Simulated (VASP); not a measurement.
# Sc (Fd-3m) in VASP: further runs

Runs on Sc. Level: PBEsol. Tasks: relaxation of cell and atoms.

Everything below comes from runs of VASP 6.6.1. Logs are shortened: lines on timing, memory, paths and dates and some standing lists are left out, and cuts for length are marked.

## (1) The cell of the first run

The structure is cubic, space group Fd-3m (No. 227). Conventional cell: a = 6.380 Å, b = 6.380 Å, c = 6.380 Å, α = 90.00°, β = 90.00°, γ = 90.00°. Within 3.6 Å of Sc (site symmetry -43m) lie 4 Sc at 2.76 Å.

## (2) Relaxation of cell and atoms, PBEsol

INCAR reads:

```
SYSTEM = Sc
PREC     = Accurate       ! precision mode
ENCUT    = 600            ! plane-wave cutoff, eV
EDIFF    = 1E-6           ! SCF threshold, eV
ISMEAR   = -1             ! smearing method
SIGMA    = 0.1            ! smearing width, eV
LREAL    = .FALSE.        ! projectors in reciprocal space
LASPH    = .TRUE.         ! aspherical terms in the spheres
NELM     = 80             ! most SCF steps
ALGO     = Normal         ! electronic algorithm
ISIF     = 3              ! what is computed and relaxed
LWAVE    = .FALSE.        ! write WAVECAR
LCHARG   = .FALSE.        ! write CHGCAR
GGA      = PS             ! functional
IBRION   = 2              ! ionic algorithm
NSW      = 60             ! ionic steps
EDIFFG   = -0.03          ! ionic threshold
```

KPOINTS reads:

```
Automatic mesh
0
G
  6 6 6
  0 0 0
```

POSCAR reads:

```
Sc
1.0
    0.0000000000      3.1900000000      3.1900000000
    3.1900000000      0.0000000000      3.1900000000
    3.1900000000      3.1900000000      0.0000000000
Sc
2
Direct
    0.0000000000      0.0000000000      0.0000000000
    0.2500000000      0.2500000000      0.2500000000
```

Potentials or basis: VASP PAW PBE potentials, release 64 (Sc_sv).

On the command line:

```sh
> cat potpaw_PBE.64/Sc_sv/POTCAR > POTCAR
> mpirun -np 1 vasp_std > vasp.out
```

OUTCAR:

```text
SYSTEM = Sc
   PREC = Accurate
   ENCUT = 600
   EDIFF = 1E-6
   ISMEAR = -1
   LREAL = .FALSE.
   LASPH = .TRUE.
   NELM = 80
   ISIF = 3
   GGA = PS
   IBRION = 2
   NSW = 60
   EDIFFG = -0.03

 ion  position               nearest neighbor table
   1  0.000  0.000  0.000-   2 2.76   2 2.76   2 2.76   2 2.76
   2  0.250  0.250  0.250-   1 2.76   1 2.76   1 2.76   1 2.76

  LATTYP: Found a face centered cubic cell.
 ALAT       =     6.3800000000

  Lattice vectors:

 A1 = (   0.0000000000,   3.1900000000,   3.1900000000)
 A2 = (   3.1900000000,   0.0000000000,   3.1900000000)
 A3 = (   3.1900000000,   3.1900000000,   0.0000000000)

Analysis of symmetry for initial positions (statically):
=====================================================================
 Subroutine PRICEL returns:
 Original cell was already a primitive cell.

 Routine SETGRP: Setting up the symmetry group for a
 face centered cubic supercell.

 Subroutine GETGRP returns: Found 48 space group operations
 (whereof 24 operations were pure point group operations)
 out of a pool of 48 trial point group operations.

The static configuration has the point symmetry T_d .
 The point group associated with its full space group is O_h .

Analysis of symmetry for dynamics (positions and initial velocities):
=====================================================================
 Subroutine PRICEL returns:
 Original cell was already a primitive cell.

 Routine SETGRP: Setting up the symmetry group for a
 face centered cubic supercell.

 Subroutine GETGRP returns: Found 48 space group operations
 (whereof 24 operations were pure point group operations)
 out of a pool of 48 trial point group operations.

The dynamic configuration has the point symmetry T_d .
 The point group associated with its full space group is O_h .

 Subroutine INISYM returns: Found 48 space group operations
 (whereof 24 operations are pure point group operations),
 and found     1 'primitive' translations

----------------------------------------------------------------------------------------

                                     Primitive cell

  volume of cell :      64.9235

  direct lattice vectors                    reciprocal lattice vectors
     0.000000000  3.190000000  3.190000000    -0.156739812  0.156739812  0.156739812
     3.190000000  0.000000000  3.190000000     0.156739812 -0.156739812  0.156739812
     3.190000000  3.190000000  0.000000000     0.156739812  0.156739812 -0.156739812

  length of vectors
     4.511341264  4.511341264  4.511341264     0.271481318  0.271481318  0.271481318

  position of ions in fractional coordinates (direct lattice)
     0.000000000  0.000000000  0.000000000
     0.250000000  0.250000000  0.250000000

  ion indices of the primitive-cell ions
   primitive index   ion index
                 1           1
                 2           2

----------------------------------------------------------------------------------------

 KPOINTS: Automatic mesh

Automatic generation of k-mesh.
 Grid dimensions read from file:
 generate k-points for:    6    6    6

 Generating k-lattice:

  Cartesian coordinates                     Fractional coordinates (reciprocal lattice)
    -0.026123302  0.026123302  0.026123302     0.166666667  0.000000000  0.000000000
     0.026123302 -0.026123302  0.026123302     0.000000000  0.166666667  0.000000000
     0.026123302  0.026123302 -0.026123302     0.000000000  0.000000000  0.166666667

  Length of vectors
     0.045246886  0.045246886  0.045246886

  Shift w.r.t. Gamma in fractional coordinates (k-lattice)
     0.000000000  0.000000000  0.000000000

 Subroutine IBZKPT returns following result:
 ===========================================

 Found     16 irreducible k-points:

 Following reciprocal coordinates:
            Coordinates               Weight
  0.000000  0.000000  0.000000      1.000000
  0.166667  0.000000  0.000000      8.000000
  0.333333  0.000000  0.000000      8.000000
  0.500000  0.000000  0.000000      4.000000
  0.166667  0.166667  0.000000      6.000000
  0.333333  0.166667  0.000000     24.000000
[... 8 lines left out ...]
 -0.333333  0.333333  0.166667     24.000000
 -0.333333  0.500000  0.166667     12.000000
   k-points           NKPTS =     16   k-points in BZ     NKDIM =     16   number of bands    NBANDS=     15
   number of dos      NEDOS =    301   number of ions     NIONS =      2
   total plane-waves  NPLWV =  46656
   dimension x,y,z NGX =    36 NGY =   36 NGZ =   36
   dimension x,y,z NGXF=    72 NGYF=   72 NGZF=   72
   ions per type =               2
   NGX,Y,Z   is equivalent  to a cutoff of  13.27, 13.27, 13.27 a.u.
   NGXF,Y,Z  is equivalent  to a cutoff of  26.53, 26.53, 26.53 a.u.
 SYSTEM =  Sc
   PREC   = accura    normal or accurate (medium, high low for compatibility)
   ISTART =      0    job   : 0-new  1-cont  2-samecut
   ICHARG =      2    charge: 1-file 2-atom 10-const
   ISPIN  =      1    spin polarized calculation?
   LNONCOLLINEAR =      F non collinear calculations
   LSORBIT =      F    spin-orbit coupling
   LASPH  =      T    aspherical Exc in radial PAW
   ENCUT  =  600.0 eV  44.10 Ry    6.64 a.u.   9.01  9.01  9.01*2*pi/ulx,y,z
   NELM   =     80;   NELMIN=  2; NELMDL= -5     # of ELM steps
   EDIFF  = 0.1E-05   stopping-criterion for ELM
   LREAL  =      F    real-space projection
   EDIFFG = -.3E-01   stopping-criterion for IOM
   NSW    =     60    number of steps for IOM
   IBRION =      2    ionic relax: 0-MD 1-quasi-New 2-CG
   NFREE  =      1    steps in history (QN), initial steepest desc. (CG)
   ISIF   =      3    stress and relaxation
   ISYM   =      2    0-nonsym 1-usesym 2-fastsym
   POTIM  = 0.5000    time-step for ionic-motion
   TEBEG  =    0.0;   TEEND  =   0.0 temperature during run
   PSTRESS=    0.0 pullay stress
   NELECT =      22.0000    total number of electrons
   NUPDOWN=      -1.0000    fix difference up-down
   EMIN   =  10.00;   EMAX   =-10.00  energy-range for DOS
   EFERMI =   0.00;   METHOD = LEGACY
   ISMEAR =    -1;   SIGMA  =   0.10  broadening in eV -4-tet -1-fermi 0-gaus
   EFERMI_NEDOS =   21; number of points for ismear=-14 and -15
   IALGO  =     38    algorithm
   IMIX   =      4    mixing-type and parameters
     AMIX     =   0.40;   BMIX     =  1.00
     AMIX_MAG =   1.60;   BMIX_MAG =  1.00
  volume/ion in A,a.u.               =      32.46       219.06
  Fermi-wavevector in a.u.,A,eV,Ry     =   1.141340  2.156820 17.723725  1.302657
  Thomas-Fermi vector in A             =   2.278040
   LORBIT       =      0    0 simple, 1 ext, 2 COOP (PROOUT), +10 PAW based schemes
   GGA     = PS    functional components
   LHFCALC =     F    Hartree Fock is set to
   AEXX    =    0.0000 exact exchange contribution
   IVDW    =     0    specifies the selected vdW correction
   LEPSILON=     F    determine dielectric tensor
   LRPA    =     F    only Hartree local field effects (RPA)
 conjugate gradient relaxation of ions
 non-spin polarized calculation
  energy-cutoff  :      600.00
  volume of cell :       64.92
 maximum number of plane-waves:      2200
   NGX = 17   NGY = 17   NGZ = 17

--------------------------------------- Ionic step        1  -------------------------------------------

 number of electron      22.0000004 magnetization

 Free energy of the ion-electron system (eV)
  ---------------------------------------------------
  ext. energy  EPLUGINS =         0.00000000
  ---------------------------------------------------
  free energy    TOTEN  =        -9.23659367 eV

  energy without entropy =       -9.07951678  energy(sigma->0) =       -9.15805523

------------------------ aborting loop because EDIFF is reached ----------------------------------------

  FORCE on cell =-STRESS in cart. coord.  units (eV):
  Direction    XX          YY          ZZ          XY          YZ          ZX
  --------------------------------------------------------------------------------------
  -------------------------------------------------------------------------------------
  Total       -0.1375757     -0.1375757     -0.1375757     -0.0000000     -0.0000000      0.0000000
  in kB       -3.3950817     -3.3950817     -3.3950817     -0.0000000     -0.0000000      0.0000000
  external PRESSURE =      -3.3950817 kB  Pullay stress =       0.0000000 kB

 VOLUME and BASIS-vectors are now :
 -----------------------------------------------------------------------------
  energy-cutoff  :      600.00
  volume of cell :       64.92
      direct lattice vectors                 reciprocal lattice vectors
     0.000000000  3.190000000  3.190000000    -0.156739812  0.156739812  0.156739812
     3.190000000  0.000000000  3.190000000     0.156739812 -0.156739812  0.156739812
     3.190000000  3.190000000  0.000000000     0.156739812  0.156739812 -0.156739812
[... 37 lines left out ...]
 POSITION                                       TOTAL-FORCE (eV/Angst)
 -----------------------------------------------------------------------------------
      6.35883      3.17941      3.17941        -0.000000     -0.000000     -0.000000
      1.58971      1.58971      1.58971         0.000000      0.000000      0.000000
 -----------------------------------------------------------------------------------
    total drift:                                0.000000      0.000000      0.000000

  FREE ENERGIE OF THE ION-ELECTRON SYSTEM (eV)
  ---------------------------------------------------
  free  energy   TOTEN  =        -9.2377588644 eV

  energy  without entropy=       -9.0832545965  energy(sigma->0) =       -9.16050673

--------------------------------------- Ionic step        3  -------------------------------------------

 number of electron      22.0000001 magnetization

 Free energy of the ion-electron system (eV)
  ---------------------------------------------------
  ext. energy  EPLUGINS =         0.00000000
  ---------------------------------------------------
  free energy    TOTEN  =        -9.23872123 eV

  energy without entropy =       -9.08770937  energy(sigma->0) =       -9.16321530

 E-fermi :   2.0264     XC(G=0):  -8.8159

 val. band max:        2.0176994132   @ k =   0.0000   0.0000   0.0000
 cond. band min:       2.0480236353   @ k =   0.3333   0.3333   0.0000
 fundamental gap:      0.0303242221
 Fermi energy:         2.0264124942

 k-point     1 :       0.0000    0.0000    0.0000
  band No.  band energies     occupation
      1     -47.5921      2.00000
      2     -47.2986      2.00000
      3     -26.4769      2.00000
      4     -26.4769      2.00000
      5     -26.4769      2.00000
      6     -25.9824      2.00000
      7     -25.9824      2.00000
      8     -25.9824      2.00000
      9      -2.1496      2.00000
     10       2.0177      1.04354
     11       2.0177      1.04354
     12       2.2986      0.12336
     13       2.2986      0.12336
     14       2.2986      0.12336
     15       3.7725      0.00000
[... 290 lines left out ...]
 POSITION                                       TOTAL-FORCE (eV/Angst)
 -----------------------------------------------------------------------------------
     -0.00000      0.00000      0.00000        -0.000000      0.000000      0.000000
      1.58187      1.58187      1.58187         0.000000     -0.000000     -0.000000
 -----------------------------------------------------------------------------------
    total drift:                                0.000000      0.000000      0.000000

  FREE ENERGIE OF THE ION-ELECTRON SYSTEM (eV)
  ---------------------------------------------------
  free  energy   TOTEN  =        -9.2387212282 eV

  energy  without entropy=       -9.0877093671  energy(sigma->0) =       -9.16321530

 reached required accuracy - stopping structural energy minimisation
```

Run time: 54 s. Hardware: 1 thread of AMD EPYC 7R43 (Zen 3), shared host; peak memory 0.18 GiB.

Results:

```
Free energy                            : -9.2387 eV
Relaxed volume                         : 31.67 Å³/atom
Relaxed cell                           : a = 4.474 Å, b = 4.474 Å, c = 4.474 Å, α = 60.00°, β = 60.00°, γ = 60.00°
Space group after relaxing (to 0.05 Å) : Fd-3m (No. 227)
Energy gained by relaxing              : 1.1 meV/atom
Ionic steps                            : 3
Pressure after relaxing                : -0.1 GPa
Band gap on the k mesh                 : zero (band 11 reaches 2.30 eV, above the bottom of band 12 at 1.90 eV)
```

The path:
| step | energy change (eV) | largest force (eV/Å) | pressure (GPa) | volume (Å³) |
| --- | --- | --- | --- | --- |
| 1 | 0.0000 | 0.0000 | -0.34 | 64.92 |
| 2 | -0.0012 | 0.0000 | -0.23 | 64.28 |
| 3 | -0.0021 | 0.0000 | -0.08 | 63.33 |

Final structure:
```yaml
crystal:
  lattice:
    - [0.00000, 3.16374, 3.16374]
    - [3.16374, 0.00000, 3.16374]
    - [3.16374, 3.16374, 0.00000]
  atoms:
    - { symbol: Sc, position: [0.00000, 0.00000, 0.00000] }
    - { symbol: Sc, position: [0.25000, 0.25000, 0.25000] }
```

Caveat: the PAW data sets were made with another functional, which shifts forces and pressure a little.

## (3) Relaxation of cell and atoms, PBEsol, target pressure 15 GPa, at which the enthalpy is minimised

INCAR reads:

```
PREC = Accurate ; ENCUT = 600
EDIFF = 1E-6 ; ISMEAR = -1
SIGMA = 0.1 ; LREAL = False
LASPH = True ; NELM = 100
ALGO = Normal ; ISIF = 3
LWAVE = False ; LCHARG = False
GGA = PS ; IBRION = 2
NSW = 60 ; EDIFFG = -0.03
PSTRESS = 150.0
```

KPOINTS reads:

```
Automatic mesh
0
Gamma
  6 6 6
```

POSCAR is that of step 2.

Potentials or basis: VASP PAW PBE potentials, release 64 (Sc_sv).

On the command line:

```sh
> cat potpaw_PBE.64/Sc_sv/POTCAR > POTCAR
> mpirun -np 1 vasp_std > vasp.out
```

It took 77 s on 1 thread of AMD EPYC 7R43 (Zen 3), shared host; peak memory 0.17 GiB.

It converged, with:

```
Free energy                                            : -8.4579 eV
Relaxed volume                                         : 17.27 Å³/atom
Relaxed cell                                           : a = 3.655 Å, b = 3.655 Å, c = 3.655 Å, α = 60.00°, β = 60.00°, γ = 60.00°
Space group after relaxing (to 0.05 Å)                 : Fd-3m (No. 227)
Energy change on relaxing (the enthalpy is what falls) : +389.4 meV/atom
Ionic steps                                            : 6
Pressure after relaxing                                : 14.8 GPa
Band gap on the k mesh                                 : zero (band 11 reaches 6.41 eV, above the bottom of band 12 at 4.85 eV)
```

Step by step:
| step | energy change (eV) | largest force (eV/Å) | pressure (GPa) | volume (Å³) |
| --- | --- | --- | --- | --- |
| 1 | 0.0000 | 0.0000 | -0.34 | 64.92 |
| 2 | 0.4230 | 0.0000 | 7.41 | 39.88 |
| 3 | 0.8660 | 0.0000 | 16.89 | 33.66 |
| 4 | 0.7652 | 0.0000 | 14.52 | 34.68 |
| 5 | 0.8105 | 0.0000 | 15.60 | 34.20 |
| 6 | 0.7787 | 0.0000 | 14.82 | 34.54 |

Final structure:
```yaml
crystal:
  lattice:
    - [0.00000, 2.58477, 2.58477]
    - [2.58477, 0.00000, 2.58477]
    - [2.58477, 2.58477, 0.00000]
  atoms:
    - { symbol: Sc, position: [0.00000, 0.00000, 0.00000] }
    - { symbol: Sc, position: [0.25000, 0.25000, 0.25000] }
```

Levels at points of the mesh, in eV from the Fermi level:
```
           k point  band 9  band 10  band 11  band 12  band 13  band 14
(0.00, 0.00, 0.00)   -5.08    -1.09    -1.09     0.42     0.42     0.42
(0.50, 0.00, 0.00)   -2.15    -1.07    -1.05    -1.05     0.16     0.16
(0.50, 0.50, 0.00)   -2.93    -2.93     0.26     0.26     2.29     2.29
```

Caveat: the cell is relaxed towards a set pressure, so the enthalpy falls and the energy may rise; the volume moved by over 15 % at a fixed basis, so the end points are rough; the PAW data sets were made with another functional, which shifts forces and pressure a little.

[end of part 1 of 2]
